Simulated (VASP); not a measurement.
Write the native input for VASP 6.6.1 that does the following.

- Task: single point
- Functional: PBEsol
- Potentials or basis: VASP PAW PBE potentials, release 64 (Cu)
- Cutoff: 520 eV
- k mesh: 14 × 14 × 14
- Occupations: gaussian, width 0.15 eV
- Spin: no spin polarisation
- Dipole correction: no
- Further INCAR settings: ALGO = Fast; EDIFF = 1e-06; NBANDS = 54

The structure of Cu lies in POSCAR:

```
Cu
1.0
   -3.5633720176      3.5633720176      0.0000000000
   -3.5633720176      0.0000000000      3.5633720176
    0.0000000000      3.5633720176      3.5633720176
Cu
8
Direct
    0.0000000000      0.0000000000      0.0000000000
    0.5000000000      0.0000000000      0.0000000000
    0.0000000000      0.5000000000      0.0000000000
    0.0000000000      0.0000000000      0.5000000000
    0.5000000000      0.5000000000      0.0000000000
    0.5000000000      0.0000000000      0.5000000000
    0.0000000000      0.5000000000      0.5000000000
    0.5000000000      0.5000000000      0.5000000000
```

These files were run (other wordings do the same):

INCAR

```
SYSTEM = Cu
PREC = Accurate
ENCUT = 520
EDIFF = 1E-6
ISMEAR = 0
SIGMA = 0.15
LREAL = .FALSE.
LASPH = .TRUE.
NELM = 100
ALGO = Fast
ISIF = 2
LWAVE = .FALSE.
LCHARG = .FALSE.
GGA = PS
NBANDS = 54
```

KPOINTS

```
Automatic mesh
0
G
  14 14 14
  0 0 0
```

Potentials or basis: VASP PAW PBE potentials, release 64 (Cu).

The run is started by

```console
$ cat potpaw_PBE.64/Cu/POTCAR > POTCAR
$ mpirun -np 1 vasp_std > vasp.out
```

It gave:

```json
{
  "Pressure": "0.5 GPa",
  "Band gap on the k mesh": "zero (bands 44 and 45 overlap by 2.13 eV)"
}
```

Caveat: the PAW data sets were made with another functional, which shifts forces and pressure a little.

Wall time 21 min on 1 thread of Intel Xeon 8259CL (shared host), peak memory 0.47 GiB.
